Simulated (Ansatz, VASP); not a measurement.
**MoI3: VASP beside Ansatz**

```
Mo I
1.0
     5.08703    0.00000    0.00000
     0.00000    5.08703    0.00000
     0.00000    0.00000    5.08703
Mo I
1 3
Direct
  0.00000 0.00000 0.00000
  0.00000 0.50000 0.50000
  0.50000 0.00000 0.50000
  0.50000 0.50000 0.00000
```

Alike in both runs: functional PBE; k mesh 8 × 8 × 8; occupations gaussian, width 0.1 eV; collinear spin.

Ansatz relaxed the structure, and its values are those at the end. VASP's run is a single point on that final structure, the one shown.

|  | VASP | Ansatz |
| --- | --- | --- |
| version | VASP 6.6.1 | Ansatz 0.2.0 |
| potentials or method | VASP PAW PBE potentials, release 64 (Mo_sv, I), cutoff 520 eV | scalar-relativistic, plane waves, PAW |
| valence electrons in the cell | 35 | 65 |

Ansatz gave:

| Item | Value |
| --- | --- |
| gap on the k mesh at the Fermi level (eV) | none |
| pressure (GPa) | 0.0 |
| net moment per atom (μB) | 0.80 |
| size of the moment on the site where the two differ most (μB) | 3.93 |

Task: What did VASP give for the same quantities?

Result: gap on the k mesh at the Fermi level (eV): none; pressure (GPa): -0.1; net moment per atom (μB): 0.80; size of the moment on the site where the two differ most (μB): 3.60.

Site moments also hang on the region over which each program counts them. A gap of «none» marks a metal or a gap that the smearing closes. With one functional, cell and mesh, what is left measures potentials, basis and numerics. VASP's potentials hold 35 valence electrons a cell and Ansatz's 65, so a difference there can come from the potentials and not from the codes.

Neither program's run includes spin-orbit coupling.
